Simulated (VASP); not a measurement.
# Co (Im-3m) in VASP: a series of runs

The runs below take Co through single point, with PBE.

Program: VASP 6.6.1. These are calculated values, not measurements. Logs are shortened: lines on timing, memory, paths and dates and some standing lists are left out, and cuts for length are marked.

## Step 1: The cell of the first run

It takes space group Im-3m (No. 229, cubic). The conventional cell has a = 2.805 Å, b = 2.805 Å, c = 2.805 Å, α = 90.00°, β = 90.00°, γ = 90.00°. Within 3.2 Å of Co (site symmetry m-3m) lie 14 Co at 2.43 to 2.80 Å.

## Step 2: Single point, PBE

Contents of INCAR:

```
PREC = Accurate ; ENCUT = 520
EDIFF = 1E-6 ; ISMEAR = -1
SIGMA = 0.05 ; LREAL = False
LASPH = True ; NELM = 80
ALGO = Normal ; ISIF = 2
LWAVE = False ; LCHARG = False
GGA = PE ; NBANDS = 16
```

Contents of KPOINTS:

```
Automatic mesh
0
Gamma
  12 12 12
```

Contents of POSCAR:

```
Co
1.0
    2.8046400000      0.0000000000      0.0000000000
    0.0000000000      2.8046400000      0.0000000000
    0.0000000000      0.0000000000      2.8046400000
Co
2
Direct
    0.0000000000      0.0000000000      0.0000000000
    0.5000000000      0.5000000000      0.5000000000
```

Potentials or basis: VASP PAW PBE potentials, release 64 (Co).

On the command line:

```console
$ cat potpaw_PBE.64/Co/POTCAR > POTCAR
$ mpirun -np 1 vasp_std > vasp.out
```

OUTCAR:

```text
PREC = Accurate
   ENCUT = 520
   EDIFF = 1E-6
   ISMEAR = -1
   LREAL = False
   LASPH = True
   NELM = 80
   ISIF = 2
   GGA = PE

 ion  position               nearest neighbor table
   1  0.000  0.000  0.000-   2 2.43   2 2.43   2 2.43   2 2.43   2 2.43   2 2.43   2 2.43   2 2.43

   2  0.500  0.500  0.500-   1 2.43   1 2.43   1 2.43   1 2.43   1 2.43   1 2.43   1 2.43   1 2.43

  LATTYP: Found a simple cubic cell.
 ALAT       =     2.8046400000

  Lattice vectors:

 A1 = (   2.8046400000,   0.0000000000,   0.0000000000)
 A2 = (   0.0000000000,   2.8046400000,   0.0000000000)
 A3 = (   0.0000000000,   0.0000000000,   2.8046400000)

Analysis of symmetry for initial positions (statically):
=====================================================================
 Subroutine PRICEL returns following result:

  LATTYP: Found a body centered cubic cell.
 ALAT       =     2.8046400000

  Lattice vectors:

 A1 = (   1.4023200000,   1.4023200000,  -1.4023200000)
 A2 = (  -1.4023200000,   1.4023200000,   1.4023200000)
 A3 = (   1.4023200000,  -1.4023200000,   1.4023200000)

   2 primitive cells build up your supercell.

 Routine SETGRP: Setting up the symmetry group for a
 simple cubic supercell.

 Subroutine GETGRP returns: Found 48 space group operations
 (whereof 48 operations were pure point group operations)
 out of a pool of 48 trial point group operations.

The static configuration has the point symmetry O_h .

Analysis of symmetry for dynamics (positions and initial velocities):
=====================================================================
 Subroutine PRICEL returns following result:

  LATTYP: Found a body centered cubic cell.
 ALAT       =     2.8046400000

  Lattice vectors:

 A1 = (   1.4023200000,   1.4023200000,  -1.4023200000)
 A2 = (  -1.4023200000,   1.4023200000,   1.4023200000)
 A3 = (   1.4023200000,  -1.4023200000,   1.4023200000)

   2 primitive cells build up your supercell.

 Routine SETGRP: Setting up the symmetry group for a
 simple cubic supercell.

 Subroutine GETGRP returns: Found 48 space group operations
 (whereof 48 operations were pure point group operations)
 out of a pool of 48 trial point group operations.

The dynamic configuration has the point symmetry O_h .

 Subroutine INISYM returns: Found 48 space group operations
 (whereof 48 operations are pure point group operations),
 and found     2 'primitive' translations

----------------------------------------------------------------------------------------

                                     Primitive cell

  volume of cell :      11.0307

  direct lattice vectors                    reciprocal lattice vectors
     1.402320000  1.402320000 -1.402320000     0.356552000  0.356552000  0.000000000
    -1.402320000  1.402320000  1.402320000    -0.000000000  0.356552000  0.356552000
     1.402320000 -1.402320000  1.402320000     0.356552000  0.000000000  0.356552000

  length of vectors
     2.428889488  2.428889488  2.428889488     0.504240673  0.504240673  0.504240673

  position of ions in fractional coordinates (direct lattice)
     0.000000000  0.000000000  0.000000000

  ion indices of the primitive-cell ions
   primitive index   ion index
                 1           1

----------------------------------------------------------------------------------------

 KPOINTS: Automatic mesh

Automatic generation of k-mesh.
 Grid dimensions read from file:
 generate k-points for:   12   12   12

 Generating k-lattice:

  Cartesian coordinates                     Fractional coordinates (reciprocal lattice)
     0.029712667  0.000000000  0.000000000     0.083333333  0.000000000  0.000000000
     0.000000000  0.029712667  0.000000000     0.000000000  0.083333333  0.000000000
     0.000000000  0.000000000  0.029712667     0.000000000  0.000000000  0.083333333

  Length of vectors
     0.029712667  0.029712667  0.029712667

  Shift w.r.t. Gamma in fractional coordinates (k-lattice)
     0.000000000  0.000000000  0.000000000

 Subroutine IBZKPT returns following result:
 ===========================================

 Found     84 irreducible k-points:

 Following reciprocal coordinates:
            Coordinates               Weight
  0.000000  0.000000  0.000000      1.000000
  0.083333  0.000000  0.000000      6.000000
  0.166667  0.000000  0.000000      6.000000
  0.250000  0.000000  0.000000      6.000000
  0.333333  0.000000  0.000000      6.000000
  0.416667  0.000000  0.000000      6.000000
[... 16 lines left out ...]
  0.333333  0.333333  0.000000     12.000000
  0.416667  0.333333  0.000000     24.000000
 [... further k-points ...]
   k-points           NKPTS =     84   k-points in BZ     NKDIM =     84   number of bands    NBANDS=     16
   number of dos      NEDOS =    301   number of ions     NIONS =      2
   total plane-waves  NPLWV =  13824
   dimension x,y,z NGX =    24 NGY =   24 NGZ =   24
   dimension x,y,z NGXF=    48 NGYF=   48 NGZF=   48
   ions per type =               2
   NGX,Y,Z   is equivalent  to a cutoff of  14.23, 14.23, 14.23 a.u.
   NGXF,Y,Z  is equivalent  to a cutoff of  28.45, 28.45, 28.45 a.u.
 SYSTEM =  unknown system
   PREC   = accura    normal or accurate (medium, high low for compatibility)
   ISTART =      0    job   : 0-new  1-cont  2-samecut
   ICHARG =      2    charge: 1-file 2-atom 10-const
   ISPIN  =      1    spin polarized calculation?
   LNONCOLLINEAR =      F non collinear calculations
   LSORBIT =      F    spin-orbit coupling
   LASPH  =      T    aspherical Exc in radial PAW
   ENCUT  =  520.0 eV  38.22 Ry    6.18 a.u.   5.21  5.21  5.21*2*pi/ulx,y,z
   NELM   =     80;   NELMIN=  2; NELMDL= -5     # of ELM steps
   EDIFF  = 0.1E-05   stopping-criterion for ELM
   LREAL  =      F    real-space projection
   EDIFFG = 0.1E-04   stopping-criterion for IOM
   NSW    =      0    number of steps for IOM
   IBRION =     -1    ionic relax: 0-MD 1-quasi-New 2-CG
   NFREE  =      0    steps in history (QN), initial steepest desc. (CG)
   ISIF   =      2    stress and relaxation
   ISYM   =      2    0-nonsym 1-usesym 2-fastsym
   POTIM  = 0.5000    time-step for ionic-motion
   TEBEG  =    0.0;   TEEND  =   0.0 temperature during run
   PSTRESS=    0.0 pullay stress
   NELECT =      18.0000    total number of electrons
   NUPDOWN=      -1.0000    fix difference up-down
   EMIN   =  10.00;   EMAX   =-10.00  energy-range for DOS
   EFERMI =   0.00;   METHOD = LEGACY
   ISMEAR =    -1;   SIGMA  =   0.05  broadening in eV -4-tet -1-fermi 0-gaus
   EFERMI_NEDOS =   21; number of points for ismear=-14 and -15
   IALGO  =     38    algorithm
   IMIX   =      4    mixing-type and parameters
     AMIX     =   0.40;   BMIX     =  1.00
     AMIX_MAG =   1.60;   BMIX_MAG =  1.00
  volume/ion in A,a.u.               =      11.03        74.44
  Fermi-wavevector in a.u.,A,eV,Ry     =   1.529755  2.890818 31.839678  2.340150
  Thomas-Fermi vector in A             =   2.637332
   LORBIT       =      0    0 simple, 1 ext, 2 COOP (PROOUT), +10 PAW based schemes
   GGA     = PE    functional components
   LHFCALC =     F    Hartree Fock is set to
   AEXX    =    0.0000 exact exchange contribution
   IVDW    =     0    specifies the selected vdW correction
   LEPSILON=     F    determine dielectric tensor
   LRPA    =     F    only Hartree local field effects (RPA)
 non-spin polarized calculation
  energy-cutoff  :      520.00
  volume of cell :       22.06
 maximum number of plane-waves:       624
 NGX is ok and might be reduce to    24
   NGX = 11   NGY = 11   NGZ = 11

 number of electron      17.9999994 magnetization

 Free energy of the ion-electron system (eV)
  ---------------------------------------------------
  ext. energy  EPLUGINS =         0.00000000
  ---------------------------------------------------
  free energy    TOTEN  =       -13.19400691 eV

  energy without entropy =      -13.12202114  energy(sigma->0) =      -13.15801403

 E-fermi :   9.8149     XC(G=0): -13.3173

 val. band max:        9.8102327926   @ k =   0.4167   0.3333   0.0833
 cond. band min:       9.8171536345   @ k =   0.2500   0.2500   0.2500
 fundamental gap:      0.0069208419
 Fermi energy:         9.8148812260

 k-point     1 :       0.0000    0.0000    0.0000
  band No.  band energies     occupation
      1       1.2077      2.00000
      2       5.8196      2.00000
      3       5.8196      2.00000
      4       8.1172      2.00000
      5       8.1172      2.00000
      6       8.1172      2.00000
[... 8 lines left out ...]
     15      25.8281      0.00000
     16      25.8281      0.00000

 k-point     2 :       0.0833    0.0000    0.0000
  band No.  band energies     occupation
      1       1.3524      2.00000
      2       5.8723      2.00000
      3       5.8816      2.00000
      4       8.1150      2.00000
      5       8.1150      2.00000
      6       8.1548      2.00000
[... 8 lines left out ...]
     15      25.8717      0.00000
     16      26.5541      0.00000

 k-point     3 :       0.1667    0.0000    0.0000
  band No.  band energies     occupation
      1       1.7793      2.00000
      2       6.0090      2.00000
      3       6.0642      2.00000
      4       8.1143      2.00000
      5       8.1143      2.00000
      6       8.2655      2.00000
[... 8 lines left out ...]
     15      26.0067      0.00000
     16      27.5220      0.00000

 k-point     4 :       0.2500    0.0000    0.0000
  band No.  band energies     occupation
      1       2.4644      2.00000
      2       6.1624      2.00000
      3       6.3567      2.00000
      4       8.1319      2.00000
      5       8.1319      2.00000
      6       8.4423      2.00000
[... 8 lines left out ...]
     15      26.2447      0.00000
     16      28.0761      0.00000
[... 324 lines left out ...]
 k-point    22 :       0.5000    0.2500    0.0000
  band No.  band energies     occupation
      1       5.5772      2.00000
      2       5.5772      2.00000
      3       7.5690      2.00000
      4       7.5690      2.00000
      5       7.8496      2.00000
      6       7.8496      2.00000
[... 8 lines left out ...]
     15      28.1831      0.00000
     16      28.1831      0.00000

 k-point    23 :       0.3333    0.3333    0.0000
  band No.  band energies     occupation
      1       4.7770      2.00000
      2       6.0554      2.00000
      3       7.3152      2.00000
      4       7.6608      2.00000
      5       7.7190      2.00000
      6       8.2196      2.00000
[... 8 lines left out ...]
     15      26.0764      0.00000
     16      27.8608      0.00000

 k-point    24 :       0.4167    0.3333    0.0000
  band No.  band energies     occupation
      1       5.2110      2.00000
      2       5.8174      2.00000
      3       7.2514      2.00000
      4       7.4544      2.00000
      5       8.1071      2.00000
      6       8.5173      2.00000
[... 8 lines left out ...]
     15      27.4158      0.00000
     16      28.1991      0.00000

 [... further k-points ...]
[... 5 lines left out ...]
  --------------------------------------------------------------------------------------
  -------------------------------------------------------------------------------------
  Total       -1.3683111     -1.3683111     -1.3683111     -0.0000000      0.0000000     -0.0000000
  in kB      -99.3720100    -99.3720100    -99.3720100     -0.0000000      0.0000000     -0.0000000
  external PRESSURE =     -99.3720100 kB  Pullay stress =       0.0000000 kB

 VOLUME and BASIS-vectors are now :
 -----------------------------------------------------------------------------
  energy-cutoff  :      520.00
  volume of cell :       22.06
      direct lattice vectors                 reciprocal lattice vectors
     2.804640000  0.000000000  0.000000000     0.356552000  0.000000000  0.000000000
     0.000000000  2.804640000  0.000000000     0.000000000  0.356552000  0.000000000
     0.000000000  0.000000000  2.804640000     0.000000000  0.000000000  0.356552000

 POSITION                                       TOTAL-FORCE (eV/Angst)
 -----------------------------------------------------------------------------------
      0.00000      0.00000      0.00000         0.000000      0.000000      0.000000
      1.40232      1.40232      1.40232        -0.000000     -0.000000     -0.000000
 -----------------------------------------------------------------------------------
    total drift:                                0.000000      0.000000     -0.000000

  FREE ENERGIE OF THE ION-ELECTRON SYSTEM (eV)
  ---------------------------------------------------
  free  energy   TOTEN  =       -13.1940069145 eV

  energy  without entropy=      -13.1220211360  energy(sigma->0) =      -13.15801403
```

Wall time 35 s (1 thread of Intel Xeon 8259CL, shared host); peak memory 0.15 GiB.

Results:

* Free energy: -13.1940 eV
* Pressure: -9.9 GPa
* Band gap on the k mesh: zero (band 9 reaches 10.58 eV, above the bottom of band 10 at 9.24 eV)

Levels at points of the mesh, in eV from the Fermi level:
```tsv
k point	band 6	band 7	band 8	band 9	band 10	band 11	band 12	band 13
(0.00, 0.00, 0.00)	-1.70	-0.24	-0.24	0.60	0.60	0.60	10.02	10.02
(0.50, 0.00, 0.00)	-1.30	-1.30	-1.30	-0.57	-0.57	0.78	0.78	17.26
(0.50, 0.50, 0.00)	-0.28	-0.06	-0.06	0.46	0.46	0.85	0.85	7.37
(0.50, 0.50, 0.50)	-2.73	-0.02	-0.02	-0.02	-0.02	8.72	8.72	8.72
```

Caveat: the run has no spin polarisation, though such a crystal can be magnetic. Spin polarisation is off, so any magnetic state and its effect on volume and gap are missing.

(Part 1 of 2 ends here.)
